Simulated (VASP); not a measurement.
Write the native input for VASP 6.6.1 that does the following.

```
Task                   : single point
Functional             : PBE
Potentials or basis    : VASP PAW PBE potentials, release 64 (C)
Cutoff                 : 600 eV
k mesh                 : 20 × 20 × 20
Occupations            : gaussian, width 0.02 eV
Spin                   : no spin polarisation
Dipole correction      : no
Further INCAR settings : ALGO = Normal; EDIFF = 1e-06; NBANDS = 11
```

The structure of C lies in POSCAR:

```
C
1.0
    0.0000000000      1.7833700000      1.7833700000
    1.7833700000      0.0000000000      1.7833700000
    1.7833700000      1.7833700000      0.0000000000
C
2
Direct
    0.7780368067      0.7780368067      0.7219631933
    0.5000000000      0.5000000000      0.5000000000
```

These files were run (other wordings do the same):

INCAR

```
SYSTEM = C
ALGO = Normal
EDIFF = 1E-6
ENCUT = 600
GGA = PE
GGA_COMPAT = .FALSE.
ISIF = 2
ISMEAR = 0
LASPH = .TRUE.
LCHARG = .FALSE.
LREAL = .FALSE.
LWAVE = .FALSE.
NBANDS = 11
NELM = 120
PREC = Accurate
SIGMA = 0.02
```

KPOINTS

```
k-points
0
G
  20 20 20
  0 0 0
```

Potentials or basis: VASP PAW PBE potentials, release 64 (C).

Run with:

```console
$ cat potpaw_PBE.64/C/POTCAR > POTCAR
$ mpirun -np 1 vasp_std > vasp.out
```

It gave:

* Pressure: 5.2 GPa
* Largest force: 3.642 eV/Å
* Band gap on the k mesh: 2.41 eV (least direct gap 2.76 eV)

Caveat: the cell stands under pressure; forces of over 1 eV/Å act on the atoms, so gaps and moduli don't describe the material at rest.

Run time: 2.5 min on 1 thread of Intel Xeon 8259CL, on a shared host, peak memory 0.24 GiB.
